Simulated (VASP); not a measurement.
## Al36BN34 (a cell with a defect): single point with PBE

The system is Al36BN34 (a cell with a defect).

```
Al N B
1.0
     9.38927    0.00000    0.00000
    -4.69464    8.13135    0.00000
     0.00000    0.00000   10.03481
Al N B
36 34 1
Direct
  0.21705 0.10769 0.25105
  0.10917 0.22218 0.50092
  0.21819 0.10886 0.75303
  0.11071 0.22295 0.00137
  0.22673 0.44541 0.25156
  0.11074 0.55611 0.50070
  0.21937 0.44329 0.75278
  0.11173 0.55536 0.00132
  0.22243 0.77726 0.25077
  0.10862 0.88570 0.50137
  0.22158 0.77700 0.75111
  0.11131 0.88795 0.00032
  0.55538 0.11038 0.25021
  0.42267 0.20337 0.50601
  0.55476 0.10928 0.75116
  0.44376 0.21940 0.99411
  0.56839 0.44587 0.22404
  0.44375 0.56226 0.51387
  0.55459 0.44232 0.74723
  0.44469 0.55644 0.99632
  0.55759 0.77694 0.25149
  0.44200 0.88716 0.50141
  0.55714 0.78102 0.75329
  0.44406 0.88786 0.00164
  0.88845 0.11278 0.25125
  0.77410 0.22516 0.50033
  0.88801 0.11233 0.75039
  0.77873 0.22388 0.99972
  0.89089 0.44782 0.24927
  0.78686 0.57326 0.50097
  0.88921 0.44451 0.74852
  0.78492 0.55961 0.99226
  0.89059 0.77966 0.24836
  0.77851 0.89316 0.50006
  0.88904 0.78097 0.75027
  0.77895 0.89088 0.00104
  0.20951 0.10172 0.43899
  0.11327 0.22334 0.19190
  0.22094 0.11092 0.94353
  0.11062 0.22181 0.69143
  0.22528 0.44594 0.44239
  0.11401 0.55483 0.19230
  0.22174 0.44409 0.94216
  0.11122 0.55516 0.69007
  0.22091 0.77710 0.44116
  0.11349 0.88955 0.18992
  0.22239 0.77749 0.94145
  0.11085 0.88808 0.69138
  0.55010 0.11009 0.44017
  0.55587 0.10990 0.94209
  0.43989 0.21653 0.69596
  0.44730 0.55498 0.18788
  0.55721 0.44390 0.94258
  0.44355 0.55713 0.69994
  0.55490 0.77878 0.44210
  0.44503 0.88866 0.19208
  0.55687 0.77976 0.94264
  0.44388 0.88808 0.69128
  0.88680 0.11592 0.44096
  0.77664 0.22474 0.19086
  0.88913 0.11276 0.94144
  0.77583 0.22224 0.69029
  0.88592 0.44817 0.44043
  0.79090 0.56292 0.17903
  0.89120 0.44436 0.93791
  0.77873 0.55771 0.69176
  0.89312 0.78748 0.43850
  0.77925 0.89083 0.19149
  0.89062 0.78211 0.93891
  0.77759 0.89045 0.69041
  0.54881 0.42932 0.42377
```

| Property | Result |
| --- | --- |
| Program | VASP 6.6.1 |
| Task | single point |
| Functional | PBE |
| Potentials or basis | VASP PAW PBE potentials, release 64 (Al, N, B) |
| Cutoff | 520 eV |
| k mesh | 1 × 1 × 1, shifted |
| Occupations | fermi-dirac, width 0.01 eV |
| Spin | no spin polarisation |
| Dipole correction | no |
| Charge | 1 |
| Further INCAR settings | LREAL = Auto; ALGO = Normal; EDIFF = 1e-06; NBANDS = 182; NELECT = 280.0 |

| Quantity | Value |
| --- | --- |
| Largest force | 0.120 eV/Å |

Forces in eV/Å, atoms in the order of the input:
```
Al  -0.030  0.025  0.006
Al  -0.056  0.075 -0.011
Al   0.009 -0.015  0.004
Al  -0.036  0.018  0.014
Al   0.024 -0.018  0.047
Al  -0.013 -0.043 -0.049
Al   0.032 -0.004 -0.015
Al  -0.017  0.012  0.005
Al   0.074 -0.029  0.017
Al   0.011 -0.008  0.024
Al   0.034 -0.022 -0.006
Al  -0.016  0.019 -0.036
Al   0.035 -0.007  0.019
Al   0.092 -0.011  0.002
Al   0.043 -0.021 -0.015
Al  -0.016  0.029 -0.015
Al  -0.036 -0.031 -0.004
Al  -0.020 -0.027 -0.114
Al   0.018  0.002  0.013
Al  -0.023  0.020  0.000
Al  -0.024 -0.028  0.010
Al   0.005  0.033 -0.040
Al   0.019 -0.025 -0.010
Al  -0.022  0.011  0.020
Al   0.013  0.033 -0.016
Al  -0.046  0.037 -0.026
Al   0.021 -0.014 -0.004
Al  -0.022  0.015  0.026
Al   0.054 -0.055  0.051
Al   0.070 -0.097  0.011
Al   0.038 -0.020 -0.013
Al  -0.036  0.004 -0.033
Al  -0.057  0.037  0.043
Al  -0.080  0.024 -0.002
Al   0.019 -0.008  0.004
Al  -0.031  0.017 -0.002
N    0.061  0.038  0.016
N   -0.027 -0.008  0.005
N    0.050 -0.012  0.005
N   -0.033  0.016  0.009
N    0.001 -0.019  0.020
N   -0.060  0.031 -0.031
N    0.038 -0.018  0.006
N   -0.047  0.019  0.027
N    0.012 -0.001  0.003
N    0.031  0.009 -0.032
N    0.030 -0.013  0.009
N   -0.044  0.024 -0.009
N    0.024 -0.059 -0.021
N    0.026 -0.016  0.030
N   -0.045  0.049 -0.012
N   -0.015  0.031  0.017
N    0.034 -0.022 -0.021
N   -0.039  0.032  0.018
N    0.041  0.002  0.016
N   -0.015  0.031 -0.014
N    0.040 -0.026 -0.003
N   -0.047  0.027  0.024
N    0.060 -0.043 -0.001
N   -0.020 -0.010 -0.001
N    0.041 -0.026  0.000
N   -0.046  0.019  0.018
N    0.040  0.033  0.016
N    0.000 -0.014 -0.022
N    0.030 -0.017 -0.002
N   -0.066  0.005 -0.015
N    0.013 -0.056 -0.009
N   -0.021  0.014 -0.008
N    0.039 -0.032  0.006
N   -0.030  0.020  0.004
B   -0.084  0.064  0.044
```

Levels at points of the mesh, in eV from the Fermi level:
| k point | band 136 | band 137 | band 138 | band 139 | band 140 | band 141 | band 142 | band 143 | band 144 | band 145 |
| --- | --- | --- | --- | --- | --- | --- | --- | --- | --- | --- |
| (0.25, 0.25, 0.25) | -1.63 | -1.56 | -1.25 | -0.24 | -0.14 | 0.19 | 2.32 | 2.78 | 3.32 | 3.94 |

Run time: 55 min on 1 thread of Intel Xeon 8259CL, with other jobs on the host, peak memory 1.1 GiB.

Caveat: the cell carries a net charge on a neutralising background, which shifts energy and pressure; the cell is charged against a uniform background, so pressure and absolute levels hang on convention.
